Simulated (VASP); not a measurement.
# CoH (Fm-3m) in VASP: single point with r2SCAN

Aim: the single point of CoH with r2SCAN.

Everything below comes from runs of VASP 6.6.1. Logs are shortened: lines on timing, memory, paths and dates and some standing lists are left out, and cuts for length are marked.

**1. The cell of the first run**

It takes space group Fm-3m (No. 225, cubic). The conventional cell has a = 3.686 Å, b = 3.686 Å, c = 3.686 Å, α = 90.00°, β = 90.00°, γ = 90.00°. Co (site symmetry m-3m) has 6 H at 1.84 Å within 2.4 Å. Within 2.4 Å of H (site symmetry m-3m) lie 6 Co at 1.84 Å.

**2. Single point, r2SCAN, collinear spin, ferromagnetic start**

File POSCAR:

```
CoH
1.0
    0.0000000000      1.8429617100      1.8429617100
    1.8429617100      0.0000000000      1.8429617100
    1.8429617100      1.8429617100      0.0000000000
Co H
1 1
Direct
    0.0000000000      0.0000000000      0.0000000000
    0.5000000000      0.5000000000      0.5000000000
```

File INCAR.step1:

```
SYSTEM = CoH
PREC = Accurate ; ENCUT = 520
ISMEAR = -1 ; SIGMA = 0.05
LREAL = .FALSE. ; LASPH = .TRUE.
NELM = 150 ; ISPIN = 2
MAGMOM = 2 0 ; LMAXMIX = 4
NBANDS = 16 ; GGA = PE
ALGO = Normal ; EDIFF = 1E-4
LWAVE = .TRUE. ; LCHARG = .FALSE.
```

File INCAR.step2:

```
SYSTEM = CoH
PREC = Accurate ; ENCUT = 520
EDIFF = 1E-6 ; ISMEAR = -1
SIGMA = 0.05 ; LREAL = .FALSE.
LASPH = .TRUE. ; NELM = 150
ALGO = Normal ; ISIF = 2
LWAVE = .FALSE. ; LCHARG = .FALSE.
ISPIN = 2 ; MAGMOM = 2 0
LORBIT = 11 ; LMAXMIX = 4
METAGGA = R2SCAN ; LMIXTAU = .TRUE.
NBANDS = 16 ; ISTART = 1
```

File KPOINTS:

```
regular mesh
0
G
  13 13 13
  0 0 0
```

Potentials or basis: VASP PAW PBE potentials, release 64 (Co, H).

Run with:

```console
> cat potpaw_PBE.64/Co/POTCAR potpaw_PBE.64/H/POTCAR > POTCAR
> cp INCAR.step1 INCAR
> mpirun -np 1 vasp_std > vasp.out
> cp INCAR.step2 INCAR
> mpirun -np 1 vasp_std > vasp.out
```

OUTCAR:

```text
SYSTEM = CoH
   PREC = Accurate
   ENCUT = 520
   EDIFF = 1E-6
   ISMEAR = -1
   LREAL = .FALSE.
   LASPH = .TRUE.
   NELM = 150
   ISIF = 2
   ISPIN = 2
   LORBIT = 11
   METAGGA = R2SCAN
   ISTART = 1

 ion  position               nearest neighbor table
   1  0.000  0.000  0.000-   2 1.84   2 1.84   2 1.84   2 1.84   2 1.84   2 1.84
   2  0.500  0.500  0.500-   1 1.84   1 1.84   1 1.84   1 1.84   1 1.84   1 1.84

  LATTYP: Found a face centered cubic cell.
 ALAT       =     3.6859234200

  Lattice vectors:

 A1 = (   0.0000000000,   1.8429617100,   1.8429617100)
 A2 = (   1.8429617100,   0.0000000000,   1.8429617100)
 A3 = (   1.8429617100,   1.8429617100,   0.0000000000)

Analysis of symmetry for initial positions (statically):
=====================================================================
 Subroutine PRICEL returns:
 Original cell was already a primitive cell.

 Routine SETGRP: Setting up the symmetry group for a
 face centered cubic supercell.

 Subroutine GETGRP returns: Found 48 space group operations
 (whereof 48 operations were pure point group operations)
 out of a pool of 48 trial point group operations.

The static configuration has the point symmetry O_h .

Analysis of symmetry for dynamics (positions and initial velocities):
=====================================================================
 Subroutine PRICEL returns:
 Original cell was already a primitive cell.

 Routine SETGRP: Setting up the symmetry group for a
 face centered cubic supercell.

 Subroutine GETGRP returns: Found 48 space group operations
 (whereof 48 operations were pure point group operations)
 out of a pool of 48 trial point group operations.

The dynamic configuration has the point symmetry O_h .

Analysis of structural, dynamic, and magnetic symmetry:
=====================================================================
 Subroutine PRICEL returns:
 Original cell was already a primitive cell.

 Routine SETGRP: Setting up the symmetry group for a
 face centered cubic supercell.

 Subroutine GETGRP returns: Found 48 space group operations
 (whereof 48 operations were pure point group operations)
 out of a pool of 48 trial point group operations.

The overall configuration has the point symmetry O_h .

 Subroutine INISYM returns: Found 48 space group operations
 (whereof 48 operations are pure point group operations),
 and found     1 'primitive' translations

----------------------------------------------------------------------------------------

                                     Primitive cell

  volume of cell :      12.5193

  direct lattice vectors                    reciprocal lattice vectors
     0.000000000  1.842961710  1.842961710    -0.271302435  0.271302435  0.271302435
     1.842961710  0.000000000  1.842961710     0.271302435 -0.271302435  0.271302435
     1.842961710  1.842961710  0.000000000     0.271302435  0.271302435 -0.271302435

  length of vectors
     2.606341445  2.606341445  2.606341445     0.469909602  0.469909602  0.469909602

  position of ions in fractional coordinates (direct lattice)
     0.000000000  0.000000000  0.000000000
     0.500000000  0.500000000  0.500000000

  ion indices of the primitive-cell ions
   primitive index   ion index
                 1           1
                 2           2

----------------------------------------------------------------------------------------

 KPOINTS: regular mesh

Automatic generation of k-mesh.
 Grid dimensions read from file:
 generate k-points for:   13   13   13

 Generating k-lattice:

  Cartesian coordinates                     Fractional coordinates (reciprocal lattice)
    -0.020869418  0.020869418  0.020869418     0.076923077  0.000000000  0.000000000
     0.020869418 -0.020869418  0.020869418     0.000000000  0.076923077  0.000000000
     0.020869418  0.020869418 -0.020869418     0.000000000  0.000000000  0.076923077

  Length of vectors
     0.036146892  0.036146892  0.036146892

  Shift w.r.t. Gamma in fractional coordinates (k-lattice)
     0.000000000  0.000000000  0.000000000

 Subroutine IBZKPT returns following result:
 ===========================================

 Found     84 irreducible k-points:

 Following reciprocal coordinates:
            Coordinates               Weight
  0.000000  0.000000  0.000000      1.000000
  0.076923  0.000000  0.000000      8.000000
  0.153846  0.000000  0.000000      8.000000
  0.230769  0.000000  0.000000      8.000000
  0.307692  0.000000  0.000000      8.000000
  0.384615  0.000000  0.000000      8.000000
[... 16 lines left out ...]
  0.384615  0.153846  0.000000     24.000000
  0.461538  0.153846  0.000000     24.000000
 [... further k-points ...]
   k-points           NKPTS =     84   k-points in BZ     NKDIM =     84   number of bands    NBANDS=     16
   number of dos      NEDOS =    301   number of ions     NIONS =      2
   total plane-waves  NPLWV =   8000
   dimension x,y,z NGX =    20 NGY =   20 NGZ =   20
   dimension x,y,z NGXF=    40 NGYF=   40 NGZF=   40
   ions per type =               1   1
   NGX,Y,Z   is equivalent  to a cutoff of  12.76, 12.76, 12.76 a.u.
   NGXF,Y,Z  is equivalent  to a cutoff of  25.51, 25.51, 25.51 a.u.
 SYSTEM =  CoH
   PREC   = accura    normal or accurate (medium, high low for compatibility)
   ISTART =      1    job   : 0-new  1-cont  2-samecut
   ICHARG =      0    charge: 1-file 2-atom 10-const
   ISPIN  =      2    spin polarized calculation?
   LNONCOLLINEAR =      F non collinear calculations
   LSORBIT =      F    spin-orbit coupling
   LASPH  =      T    aspherical Exc in radial PAW
   ENCUT  =  520.0 eV  38.22 Ry    6.18 a.u.   4.85  4.85  4.85*2*pi/ulx,y,z
   NELM   =    150;   NELMIN=  2; NELMDL=  0     # of ELM steps
   EDIFF  = 0.1E-05   stopping-criterion for ELM
   LREAL  =      F    real-space projection
   EDIFFG = 0.1E-04   stopping-criterion for IOM
   NSW    =      0    number of steps for IOM
   IBRION =     -1    ionic relax: 0-MD 1-quasi-New 2-CG
   NFREE  =      0    steps in history (QN), initial steepest desc. (CG)
   ISIF   =      2    stress and relaxation
   ISYM   =      2    0-nonsym 1-usesym 2-fastsym
   POTIM  = 0.5000    time-step for ionic-motion
   TEBEG  =    0.0;   TEEND  =   0.0 temperature during run
   PSTRESS=    0.0 pullay stress
   NELECT =      10.0000    total number of electrons
   NUPDOWN=      -1.0000    fix difference up-down
   EMIN   =  10.00;   EMAX   =-10.00  energy-range for DOS
   EFERMI =   0.00;   METHOD = LEGACY
   ISMEAR =    -1;   SIGMA  =   0.05  broadening in eV -4-tet -1-fermi 0-gaus
   EFERMI_NEDOS =   21; number of points for ismear=-14 and -15
   IALGO  =     38    algorithm
   IMIX   =      4    mixing-type and parameters
     AMIX     =   0.40;   BMIX     =  1.00
     AMIX_MAG =   1.60;   BMIX_MAG =  1.00
  volume/ion in A,a.u.               =       6.26        42.24
  Fermi-wavevector in a.u.,A,eV,Ry     =   1.518968  2.870433 31.392214  2.307263
  Thomas-Fermi vector in A             =   2.628017
   LORBIT       =     11    0 simple, 1 ext, 2 COOP (PROOUT), +10 PAW based schemes
   METAGGA = R2SCAN    functional components
   LHFCALC =     F    Hartree Fock is set to
   AEXX    =    0.0000 exact exchange contribution
   IVDW    =     0    specifies the selected vdW correction
   LEPSILON=     F    determine dielectric tensor
   LRPA    =     F    only Hartree local field effects (RPA)
 spin polarized calculation
  energy-cutoff  :      520.00
  volume of cell :       12.52
 maximum number of plane-waves:       343
   NGX =  9   NGY =  9   NGZ =  9

 number of electron       9.9999994 magnetization       1.4329330

 Free energy of the ion-electron system (eV)
  ---------------------------------------------------
  ext. energy  EPLUGINS =         0.00000000
  ---------------------------------------------------
  free energy    TOTEN  =       -16.52768978 eV

  energy without entropy =      -16.52072417  energy(sigma->0) =      -16.52420698

 E-fermi :  10.3802     XC(G=0): -14.5950

 val. band max:       10.3736834852   @ k =   0.3846   0.2308   0.0769
 cond. band min:      10.3954648561   @ k =   0.4615   0.3846   0.0000
 fundamental gap:      0.0217813708
 Fermi energy:        10.3801852011

 spin component 1

 k-point     1 :       0.0000    0.0000    0.0000
  band No.  band energies     occupation
      1      -2.8182      1.00000
      2       6.9156      1.00000
      3       6.9156      1.00000
      4       6.9156      1.00000
      5       8.1801      1.00000
      6       8.1801      1.00000
[... 8 lines left out ...]
     15      42.7839      0.00000
     16      46.4143      0.00000

 k-point     2 :       0.0769    0.0000    0.0000
  band No.  band energies     occupation
      1      -2.6144      1.00000
      2       6.8538      1.00000
      3       6.9634      1.00000
      4       6.9634      1.00000
      5       8.1507      1.00000
      6       8.1507      1.00000
[... 8 lines left out ...]
     15      42.7270      0.00000
     16      44.4510      0.00000

 k-point     3 :       0.1538    0.0000    0.0000
  band No.  band energies     occupation
      1      -2.0144      1.00000
      2       6.6763      1.00000
      3       7.0699      1.00000
      4       7.0699      1.00000
      5       8.1012      1.00000
      6       8.1012      1.00000
[... 8 lines left out ...]
     15      42.7188      0.00000
     16      42.7192      0.00000
[... 362 lines left out ...]
 k-point    23 :       0.3846    0.1538    0.0000
  band No.  band energies     occupation
      1       0.9898      1.00000
      2       5.7947      1.00000
      3       6.8115      1.00000
      4       7.3659      1.00000
      5       8.5341      1.00000
      6       8.6767      1.00000
[... 8 lines left out ...]
     15      45.6522      0.00000
     16      50.3798      0.00000

 k-point    24 :       0.4615    0.1538    0.0000
  band No.  band energies     occupation
      1       2.1519      1.00000
      2       5.3051      1.00000
      3       6.7933      1.00000
      4       7.2716      1.00000
      5       8.7573      1.00000
      6       9.0454      1.00000
[... 8 lines left out ...]
     15      46.2725      0.00000
     16      51.2229      0.00000

 [... further k-points ...]

 spin component 2

 k-point     1 :       0.0000    0.0000    0.0000
  band No.  band energies     occupation
      1      -3.1440      1.00000
      2       9.2436      1.00000
      3       9.2436      1.00000
      4       9.2436      1.00000
      5       9.7835      0.99999
      6       9.7835      0.99999
[... 8 lines left out ...]
     15      47.5575      0.00000
     16      47.5576      0.00000

 k-point     2 :       0.0769    0.0000    0.0000
  band No.  band energies     occupation
      1      -2.9367      1.00000
      2       9.1454      1.00000
      3       9.2935      1.00000
      4       9.2935      1.00000
      5       9.7528      1.00000
      6       9.7528      1.00000
[... 8 lines left out ...]
     15      45.3538      0.00000
     16      45.3539      0.00000

 k-point     3 :       0.1538    0.0000    0.0000
  band No.  band energies     occupation
      1      -2.3253      1.00000
      2       8.8561      1.00000
      3       9.3067      1.00000
      4       9.3067      1.00000
      5       9.8018      0.99999
      6       9.8019      0.99999
[... 8 lines left out ...]
     15      43.5587      0.00000
     16      43.5588      0.00000
[... 362 lines left out ...]
 k-point    23 :       0.3846    0.1538    0.0000
  band No.  band energies     occupation
      1       0.8257      1.00000
      2       7.3700      1.00000
      3       8.4660      1.00000
      4       9.2199      1.00000
      5      10.6639      0.00342
      6      10.8950      0.00003
[... 8 lines left out ...]
     15      49.5736      0.00000
     16      51.4177      0.00000

 k-point    24 :       0.4615    0.1538    0.0000
  band No.  band energies     occupation
      1       2.0918      1.00000
      2       6.5563      1.00000
      3       8.4600      1.00000
      4       9.0159      1.00000
      5      11.0882      0.00000
      6      11.0989      0.00000
[... 8 lines left out ...]
     15      50.1535      0.00000
     16      51.7728      0.00000

 [... further k-points ...]
[... 5 lines left out ...]
  --------------------------------------------------------------------------------------
  -------------------------------------------------------------------------------------
  Total        0.0030422      0.0030422      0.0030422     -0.0000000      0.0000000      0.0000000
  in kB        0.3893360      0.3893360      0.3893360     -0.0000000      0.0000000      0.0000000
  external PRESSURE =       0.3893360 kB  Pullay stress =       0.0000000 kB

 VOLUME and BASIS-vectors are now :
 -----------------------------------------------------------------------------
  energy-cutoff  :      520.00
  volume of cell :       12.52
      direct lattice vectors                 reciprocal lattice vectors
     0.000000000  1.842961710  1.842961710    -0.271302435  0.271302435  0.271302435
     1.842961710  0.000000000  1.842961710     0.271302435 -0.271302435  0.271302435
     1.842961710  1.842961710  0.000000000     0.271302435  0.271302435 -0.271302435

 POSITION                                       TOTAL-FORCE (eV/Angst)
 -----------------------------------------------------------------------------------
      0.00000      0.00000      0.00000         0.000000     -0.000000      0.000000
      1.84296      1.84296      1.84296        -0.000000      0.000000     -0.000000
 -----------------------------------------------------------------------------------
    total drift:                                0.000000     -0.000000      0.000000

  FREE ENERGIE OF THE ION-ELECTRON SYSTEM (eV)
  ---------------------------------------------------
  free  energy   TOTEN  =       -16.5276897816 eV

  energy  without entropy=      -16.5207241724  energy(sigma->0) =      -16.52420698

 total charge

# of ion       s       p       d       tot
------------------------------------------
    1        0.416   0.578   7.400   8.394
    2        0.513   0.042   0.000   0.555
--------------------------------------------------
tot          0.928   0.620   7.400   8.948

 magnetization (x)

# of ion       s       p       d       tot
------------------------------------------
    1       -0.012  -0.032   1.547   1.503
    2        0.001  -0.006   0.000  -0.005
--------------------------------------------------
tot         -0.011  -0.038   1.547   1.498
```

It took 3.7 min on 1 thread of Intel Xeon Platinum 8259CL at 2.50GHz (Skylake/Cascade Lake), shared host; peak memory 0.16 GiB.

Results:

- Free energy: -16.5277 eV
- Pressure: 0.0 GPa
- Net moment: 1.43 μB per cell
- Site moments: Co +1.50; H -0.01 μB
- Valence electrons inside the program's atomic spheres: Co 8.39; H 0.56

Caveat: the PAW data sets were made with another functional, which shifts forces and pressure a little.
